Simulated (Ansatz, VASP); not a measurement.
# Eu: VASP beside Ansatz

```xyz
1
Lattice="-2.1024 2.1024 2.1024 2.1024 -2.1024 2.1024 2.1024 2.1024 -2.1024" Properties=species:S:1:pos:R:3 pbc="T T T"
Eu    0.0000    0.0000    0.0000
```

Change from the starting cell: volume scaled by 0.88, PAW files.

Alike in both runs: task single point; functional PBE; k mesh 14 × 14 × 14; occupations fermi-dirac, width 0.05 eV; collinear spin.

```csv
,VASP,Ansatz
version,VASP 6.6.1,Ansatz 0.2.0
potentials or method,"VASP PAW PBE potentials, release 64 (Eu)","PAW with Ansatz's default frozen-core files, scalar-relativistic"
plane-wave cutoff (eV),520,420
valence electrons in the cell,17,17
```

Ansatz gave:

```
pressure (GPa)                                                : 2.2
net moment per atom (μB)                                      : 7.21
size of the moment on the site where the two differ most (μB) : 6.96
```

Problem. Estimate VASP's values.

Solution. Pressure (GPa): 1.9; net moment per atom (μB): 7.20; size of the moment on the site where the two differ most (μB): 6.64.

Site moments also hang on the region over which each program counts them. With one functional, cell and mesh, what is left measures potentials, basis and numerics.

Neither program's run includes spin-orbit coupling.
